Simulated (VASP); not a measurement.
# Cu (P6_3/mmc) in VASP: a series of runs

The runs below take Cu through single point, with PBEsol.

Program: VASP 6.6.1. These are calculated values, not measurements. Logs are shortened: lines on timing, memory, paths and dates and some standing lists are left out, and cuts for length are marked.

### 1 The cell of the first run

The structure is hexagonal, space group P6_3/mmc (No. 194). Conventional cell: a = 2.482 Å, b = 2.482 Å, c = 4.029 Å, α = 90.00°, β = 90.00°, γ = 120.00°. Within 3.3 Å of Cu (site symmetry -6m2) lie 12 Cu at 2.47 to 2.48 Å.

### 2 Single point, PBEsol

File INCAR:

```
PREC = Accurate
ENCUT = 520
EDIFF = 1E-6
ISMEAR = 1
SIGMA = 0.15
LREAL = F
LASPH = T
NELM = 80
ALGO = Normal
ISIF = 2
LWAVE = F
LCHARG = T
GGA = PS
LELF = T
LVHAR = T
NBANDS = 18
```

File KPOINTS:

```
regular mesh
0
Gamma
  13 13 7
```

File POSCAR:

```
Cu
1.0
    2.4823662193      0.0000000000      0.0000000000
   -1.2411826199      2.1497918375      0.0000000000
    0.0000000000      0.0000000000      4.0286174227
Cu
2
Direct
    0.3333333333      0.6666666667      0.2500000000
    0.6666666667      0.3333333333      0.7500000000
```

Potentials or basis: VASP PAW PBE potentials, release 64 (Cu).

The run is started by

```console
cat potpaw_PBE.64/Cu/POTCAR > POTCAR
mpirun -np 1 vasp_std > vasp.out
```

OUTCAR:

```text
PREC = Accurate
   ENCUT = 520
   EDIFF = 1E-6
   ISMEAR = 1
   LREAL = F
   LASPH = T
   NELM = 80
   ISIF = 2
   GGA = PS

 ion  position               nearest neighbor table
   1  0.333  0.667  0.250-   2 2.47   2 2.47   2 2.47   2 2.47   2 2.47   2 2.47
   2  0.667  0.333  0.750-   1 2.47   1 2.47   1 2.47   1 2.47   1 2.47   1 2.47

  LATTYP: Found a hexagonal cell.
 ALAT       =     2.4823662193
 C/A-ratio  =     1.6228940723

  Lattice vectors:

 A1 = (   2.4823662193,   0.0000000000,   0.0000000000)
 A2 = (  -1.2411826199,   2.1497918375,   0.0000000000)
 A3 = (   0.0000000000,   0.0000000000,   4.0286174227)

Analysis of symmetry for initial positions (statically):
=====================================================================
 Subroutine PRICEL returns:
 Original cell was already a primitive cell.

 Routine SETGRP: Setting up the symmetry group for a
 hexagonal supercell.

 Subroutine GETGRP returns: Found 24 space group operations
 (whereof 12 operations were pure point group operations)
 out of a pool of 24 trial point group operations.

The static configuration has the point symmetry D_3d.
 The point group associated with its full space group is D_6h.

Analysis of symmetry for dynamics (positions and initial velocities):
=====================================================================
 Subroutine PRICEL returns:
 Original cell was already a primitive cell.

 Routine SETGRP: Setting up the symmetry group for a
 hexagonal supercell.

 Subroutine GETGRP returns: Found 24 space group operations
 (whereof 12 operations were pure point group operations)
 out of a pool of 24 trial point group operations.

The dynamic configuration has the point symmetry D_3d.
 The point group associated with its full space group is D_6h.

 Subroutine INISYM returns: Found 24 space group operations
 (whereof 12 operations are pure point group operations),
 and found     1 'primitive' translations

----------------------------------------------------------------------------------------

                                     Primitive cell

  volume of cell :      21.4990

  direct lattice vectors                    reciprocal lattice vectors
     2.482366219  0.000000000  0.000000000     0.402841447  0.232580566  0.000000000
    -1.241182620  2.149791838  0.000000000     0.000000000  0.465161316  0.000000000
     0.000000000  0.000000000  4.028617423     0.000000000  0.000000000  0.248224116

  length of vectors
     2.482366219  2.482365654  4.028617423     0.465161210  0.465161316  0.248224116

  position of ions in fractional coordinates (direct lattice)
     0.333333333  0.666666667  0.250000000
     0.666666667  0.333333333  0.750000000

  ion indices of the primitive-cell ions
   primitive index   ion index
                 1           1
                 2           2

----------------------------------------------------------------------------------------

 KPOINTS: regular mesh

Automatic generation of k-mesh.
 Grid dimensions read from file:
 generate k-points for:   13   13    7

 Generating k-lattice:

  Cartesian coordinates                     Fractional coordinates (reciprocal lattice)
     0.030987804  0.017890813  0.000000000     0.076923077  0.000000000  0.000000000
     0.000000000  0.035781640  0.000000000     0.000000000  0.076923077  0.000000000
     0.000000000  0.000000000  0.035460588     0.000000000  0.000000000  0.142857143

  Length of vectors
     0.035781632  0.035781640  0.035460588

  Shift w.r.t. Gamma in fractional coordinates (k-lattice)
     0.000000000  0.000000000  0.000000000

 Subroutine IBZKPT returns following result:
 ===========================================

 Found     84 irreducible k-points:

 Following reciprocal coordinates:
            Coordinates               Weight
  0.000000  0.000000  0.000000      1.000000
  0.076923 -0.000000  0.000000      6.000000
  0.153846  0.000000  0.000000      6.000000
  0.230769 -0.000000  0.000000      6.000000
  0.307692  0.000000  0.000000      6.000000
  0.384615 -0.000000  0.000000      6.000000
[... 16 lines left out ...]
  0.076923 -0.000000  0.142857     12.000000
  0.153846  0.000000  0.142857     12.000000
 [... further k-points ...]
   k-points           NKPTS =     84   k-points in BZ     NKDIM =     84   number of bands    NBANDS=     18
   number of dos      NEDOS =    301   number of ions     NIONS =      2
   total plane-waves  NPLWV =   9720
   dimension x,y,z NGX =    18 NGY =   18 NGZ =   30
   dimension x,y,z NGXF=    36 NGYF=   36 NGZF=   60
   ions per type =               2
   NGX,Y,Z   is equivalent  to a cutoff of  12.05, 12.05, 12.38 a.u.
   NGXF,Y,Z  is equivalent  to a cutoff of  24.11, 24.11, 24.76 a.u.
 SYSTEM =  unknown system
   PREC   = accura    normal or accurate (medium, high low for compatibility)
   ISTART =      0    job   : 0-new  1-cont  2-samecut
   ICHARG =      2    charge: 1-file 2-atom 10-const
   ISPIN  =      1    spin polarized calculation?
   LNONCOLLINEAR =      F non collinear calculations
   LSORBIT =      F    spin-orbit coupling
   LASPH  =      T    aspherical Exc in radial PAW
   ENCUT  =  520.0 eV  38.22 Ry    6.18 a.u.   4.62  4.62  7.49*2*pi/ulx,y,z
   NELM   =     80;   NELMIN=  2; NELMDL= -5     # of ELM steps
   EDIFF  = 0.1E-05   stopping-criterion for ELM
   LREAL  =      F    real-space projection
   EDIFFG = 0.1E-04   stopping-criterion for IOM
   NSW    =      0    number of steps for IOM
   IBRION =     -1    ionic relax: 0-MD 1-quasi-New 2-CG
   NFREE  =      0    steps in history (QN), initial steepest desc. (CG)
   ISIF   =      2    stress and relaxation
   ISYM   =      2    0-nonsym 1-usesym 2-fastsym
   POTIM  = 0.5000    time-step for ionic-motion
   TEBEG  =    0.0;   TEEND  =   0.0 temperature during run
   PSTRESS=    0.0 pullay stress
   NELECT =      22.0000    total number of electrons
   NUPDOWN=      -1.0000    fix difference up-down
   EMIN   =  10.00;   EMAX   =-10.00  energy-range for DOS
   EFERMI =   0.00;   METHOD = LEGACY
   ISMEAR =     1;   SIGMA  =   0.15  broadening in eV -4-tet -1-fermi 0-gaus
   EFERMI_NEDOS =   21; number of points for ismear=-14 and -15
   IALGO  =     38    algorithm
   IMIX   =      4    mixing-type and parameters
     AMIX     =   0.40;   BMIX     =  1.00
     AMIX_MAG =   1.60;   BMIX_MAG =  1.00
  volume/ion in A,a.u.               =      10.75        72.54
  Fermi-wavevector in a.u.,A,eV,Ry     =   1.649718  3.117514 37.029186  2.721568
  Thomas-Fermi vector in A             =   2.738790
   LORBIT       =      0    0 simple, 1 ext, 2 COOP (PROOUT), +10 PAW based schemes
   GGA     = PS    functional components
   LHFCALC =     F    Hartree Fock is set to
   AEXX    =    0.0000 exact exchange contribution
   IVDW    =     0    specifies the selected vdW correction
   LEPSILON=     F    determine dielectric tensor
   LRPA    =     F    only Hartree local field effects (RPA)
 non-spin polarized calculation
 Methfessel and Paxton  Order N= 1 SIGMA  =   0.15
  energy-cutoff  :      520.00
  volume of cell :       21.50
 maximum number of plane-waves:       590
   NGX =  9   NGY =  9   NGZ = 15

 number of electron      21.9999989 magnetization

 Free energy of the ion-electron system (eV)
  ---------------------------------------------------
  ext. energy  EPLUGINS =         0.00000000
  ---------------------------------------------------
  free energy    TOTEN  =        -8.57058917 eV

  energy without entropy =       -8.57154079  energy(sigma->0) =       -8.57090638

 E-fermi :   8.6478     XC(G=0): -13.4670

 val. band max:        8.5112141640   @ k =   0.3846  -0.0000   0.4286
 cond. band min:       8.6876203156   @ k =   0.1538   0.0000   0.1429
 fundamental gap:      0.1764061516
 Fermi energy:         8.6478089662

 k-point     1 :       0.0000    0.0000    0.0000
  band No.  band energies     occupation
      1      -1.5104      2.00000
      2       2.9727      2.00000
      3       5.3028      2.00000
      4       5.3447      2.00000
      5       5.3447      2.00000
      6       5.5932      2.00000
[... 10 lines left out ...]
     17      33.2634      0.00000
     18      33.2650      0.00000

 k-point     2 :       0.0769   -0.0000    0.0000
  band No.  band energies     occupation
      1      -1.3065      2.00000
      2       3.0918      2.00000
      3       5.1600      2.00000
      4       5.4242      2.00000
      5       5.4635      2.00000
      6       5.5570      2.00000
[... 10 lines left out ...]
     17      33.9916      0.00000
     18      34.1312      0.00000

 k-point     3 :       0.1538    0.0000    0.0000
  band No.  band energies     occupation
      1      -0.7076      2.00000
      2       3.4021      2.00000
      3       4.9555      2.00000
      4       5.2164      2.00000
      5       5.4244      2.00000
      6       5.6503      2.00000
[... 10 lines left out ...]
     17      31.8945      0.00000
     18      34.0180      0.00000

 k-point     4 :       0.2308   -0.0000    0.0000
  band No.  band energies     occupation
      1       0.2400      2.00000
      2       3.7312      2.00000
      3       4.6321      2.00000
      4       4.7822      2.00000
      5       5.3216      2.00000
      6       5.5762      2.00000
[... 375 lines left out ...]
      4       5.3051      2.00000
      5       5.3051      2.00000
      6       5.5502      2.00000
[... 10 lines left out ...]
     17      31.8432      0.00000
     18      33.1801      0.00000

 k-point    23 :       0.0769   -0.0000    0.1429
  band No.  band energies     occupation
      1      -1.1077      2.00000
      2       2.9896      2.00000
      3       5.1558      2.00000
      4       5.3624      2.00000
      5       5.3759      2.00000
      6       5.4493      2.00000
[... 10 lines left out ...]
     17      31.6551      0.00000
     18      33.4192      0.00000

 k-point    24 :       0.1538    0.0000    0.1429
  band No.  band energies     occupation
      1      -0.5151      2.00000
      2       3.3334      2.00000
      3       4.9718      2.00000
      4       5.0068      2.00000
      5       5.3650      2.00000
      6       5.5460      2.00000
[... 10 lines left out ...]
     17      30.8715      0.00000
     18      32.1690      0.00000

 [... further k-points ...]
[... 5 lines left out ...]
  --------------------------------------------------------------------------------------
  -------------------------------------------------------------------------------------
  Total        1.2181053      1.2181049      1.7834685      0.0000003     -0.0000000      0.0000000
  in kB       90.7772732     90.7772420    132.9100263      0.0000207     -0.0000000      0.0000000
  external PRESSURE =     104.8215138 kB  Pullay stress =       0.0000000 kB

 VOLUME and BASIS-vectors are now :
 -----------------------------------------------------------------------------
  energy-cutoff  :      520.00
  volume of cell :       21.50
      direct lattice vectors                 reciprocal lattice vectors
     2.482366219  0.000000000  0.000000000     0.402841447  0.232580566  0.000000000
    -1.241182620  2.149791838  0.000000000     0.000000000  0.465161316  0.000000000
     0.000000000  0.000000000  4.028617423     0.000000000  0.000000000  0.248224116

 POSITION                                       TOTAL-FORCE (eV/Angst)
 -----------------------------------------------------------------------------------
      0.00000      1.43319      1.00715        -0.000000     -0.000000      0.000000
      1.24118      0.71660      3.02146         0.000000      0.000000      0.000000
 -----------------------------------------------------------------------------------
    total drift:                                0.000000     -0.000000      0.000000

  FREE ENERGIE OF THE ION-ELECTRON SYSTEM (eV)
  ---------------------------------------------------
  free  energy   TOTEN  =        -8.5705891678 eV

  energy  without entropy=       -8.5715407908  energy(sigma->0) =       -8.57090638
```

Run time: 35 s. Hardware: 1 thread of AMD EPYC 7R43 (Zen 3), shared host; peak memory 0.11 GiB.

Results:

- Free energy: -8.5706 eV
- Pressure: 10.5 GPa
- Band gap on the k mesh: zero (band 11 reaches 11.82 eV, above the bottom of band 12 at 6.61 eV)

Levels at points of the mesh, in eV from the Fermi level:
```csv
k point,band 8,band 9,band 10,band 11,band 12,band 13,band 14,band 15
"(0.00, 0.00, 0.00)",-2.74,-2.74,-1.86,-1.86,-1.28,4.30,21.98,22.99
```

Caveat: the PAW data sets were made with another functional, which shifts forces and pressure a little.

### 3 Single point, PBEsol

This run uses another cell than the first one, of 11.09 Å³/atom, 1.032 times its volume.

File INCAR:

```
  ALGO = Normal
  EDIFF = 1E-6
  ENCUT = 520
  GGA = PS
  ISIF = 2
  ISMEAR = 1
  LASPH = True
  LCHARG = False
  LREAL = False
  LWAVE = False
  NBANDS = 18
  NELM = 80
  PREC = Accurate
  SIGMA = 0.15
```

File KPOINTS:

```
k-points
0
Gamma
  13 13 7
```

File POSCAR:

```
Cu
1.0
    2.5084983104      0.0000000000      0.0000000000
   -1.2542486603      2.1724228883      0.0000000000
    0.0000000000      0.0000000000      4.0710270384
Cu
2
Direct
    0.3333333333      0.6666666667      0.2500000000
    0.6666666667      0.3333333333      0.7500000000
```

Potentials or basis: VASP PAW PBE potentials, release 64 (Cu).

The run is started by

```console
cat potpaw_PBE.64/Cu/POTCAR > POTCAR
mpirun -np 1 vasp_std > vasp.out
```

OUTCAR:

```text
EDIFF = 1E-6
   ENCUT = 520
   GGA = PS
   ISIF = 2
   ISMEAR = 1
   LASPH = True
   LREAL = False
   NELM = 80
   PREC = Accurate

 ion  position               nearest neighbor table
   1  0.333  0.667  0.250-   2 2.50   2 2.50   2 2.50   2 2.50   2 2.50   2 2.50
   2  0.667  0.333  0.750-   1 2.50   1 2.50   1 2.50   1 2.50   1 2.50   1 2.50

  LATTYP: Found a hexagonal cell.
 ALAT       =     2.5084983104
 C/A-ratio  =     1.6228940723

  Lattice vectors:

 A1 = (   2.5084983104,   0.0000000000,   0.0000000000)
 A2 = (  -1.2542486603,   2.1724228883,   0.0000000000)
 A3 = (   0.0000000000,   0.0000000000,   4.0710270384)

Analysis of symmetry for initial positions (statically):
=====================================================================
 Subroutine PRICEL returns:
 Original cell was already a primitive cell.

 Routine SETGRP: Setting up the symmetry group for a
 hexagonal supercell.

 Subroutine GETGRP returns: Found 24 space group operations
 (whereof 12 operations were pure point group operations)
 out of a pool of 24 trial point group operations.

[... 158 lines left out ...]
  ---------------------------------------------------
  ext. energy  EPLUGINS =         0.00000000
  ---------------------------------------------------
  free energy    TOTEN  =        -8.60206281 eV

  energy without entropy =       -8.60313894  energy(sigma->0) =       -8.60242152

 E-fermi :   8.2233     XC(G=0): -13.2782

 val. band max:        8.0940498161   @ k =   0.3846  -0.0000   0.4286
 cond. band min:       8.2614060408   @ k =   0.1538  -0.0000   0.1429
 fundamental gap:      0.1673562248
 Fermi energy:         8.2233263517

 k-point     1 :       0.0000    0.0000    0.0000
  band No.  band energies     occupation
      1      -1.6783      2.00000
      2       2.7460      2.00000
      3       4.9873      2.00000
      4       5.0275      2.00000
      5       5.0275      2.00000
      6       5.2635      2.00000
[... 481 lines left out ...]
      5       5.0471      2.00000
      6       5.2196      2.00000
[... 10 lines left out ...]
     17      30.0356      0.00000
     18      31.3759      0.00000

 [... further k-points ...]
[... 5 lines left out ...]
  --------------------------------------------------------------------------------------
  -------------------------------------------------------------------------------------
  Total        0.3898491      0.3898489      0.9401841      0.0000001      0.0000000      0.0000000
  in kB       28.1543116     28.1543019     67.8986781      0.0000064      0.0000000      0.0000000
  external PRESSURE =      41.4024305 kB  Pullay stress =       0.0000000 kB

 VOLUME and BASIS-vectors are now :
 -----------------------------------------------------------------------------
  energy-cutoff  :      520.00
  volume of cell :       22.19
      direct lattice vectors                 reciprocal lattice vectors
     2.508498310  0.000000000  0.000000000     0.398644877  0.230157676  0.000000000
    -1.254248660  2.172422888  0.000000000     0.000000000  0.460315533  0.000000000
     0.000000000  0.000000000  4.071027038     0.000000000  0.000000000  0.245638260

 POSITION                                       TOTAL-FORCE (eV/Angst)
 -----------------------------------------------------------------------------------
      0.00000      1.44828      1.01776         0.000000      0.000000      0.000000
      1.25425      0.72414      3.05327        -0.000000     -0.000000      0.000000
 -----------------------------------------------------------------------------------
    total drift:                                0.000000     -0.000000      0.000000

  FREE ENERGIE OF THE ION-ELECTRON SYSTEM (eV)
  ---------------------------------------------------
  free  energy   TOTEN  =        -8.6020628112 eV

  energy  without entropy=       -8.6031389352  energy(sigma->0) =       -8.60242152
```

OSZICAR:

```text
N       E                     dE             d eps       ncg     rms          rms(c)
DAV:   1     0.119347966900E+03    0.11935E+03   -0.10573E+04  3328   0.222E+03
DAV:   2    -0.463597180295E+01   -0.12398E+03   -0.11765E+03  3030   0.289E+02
DAV:   3    -0.107528261992E+02   -0.61169E+01   -0.58685E+01  3434   0.859E+01
DAV:   4    -0.108146296758E+02   -0.61803E-01   -0.61763E-01  3634   0.938E+00
DAV:   5    -0.108153955807E+02   -0.76590E-03   -0.76587E-03  3678   0.910E-01    0.119E+01
DAV:   6    -0.938064580781E+01    0.14347E+01   -0.12568E+01  3212   0.105E+02    0.560E+00
DAV:   7    -0.863222723243E+01    0.74842E+00   -0.23786E+00  3276   0.416E+01    0.830E-01
DAV:   8    -0.860632685729E+01    0.25900E-01   -0.17377E-02  3608   0.166E+00    0.474E-01
DAV:   9    -0.860202235915E+01    0.43045E-02   -0.50519E-03  3702   0.210E+00    0.140E-02
DAV:  10    -0.860205994204E+01   -0.37583E-04   -0.19312E-04  3350   0.147E-01    0.465E-03
DAV:  11    -0.860206303510E+01   -0.30931E-05   -0.23688E-06  3520   0.209E-02    0.297E-03
DAV:  12    -0.860206281121E+01    0.22389E-06   -0.80503E-07  2020   0.190E-02
   1 F= -.86020628E+01 E0= -.86024215E+01  d E =0.107612E-02
```

Run time: 40 s. Hardware: 1 thread of AMD EPYC 7R43 (Zen 3), shared host; peak memory 0.11 GiB.

What came out:

```
Free energy            : -8.6021 eV
Pressure               : 4.1 GPa
Band gap on the k mesh : zero (band 11 reaches 11.32 eV, above the bottom of band 12 at 6.24 eV)
```

Caveat: the PAW data sets were made with another functional, which shifts forces and pressure a little.
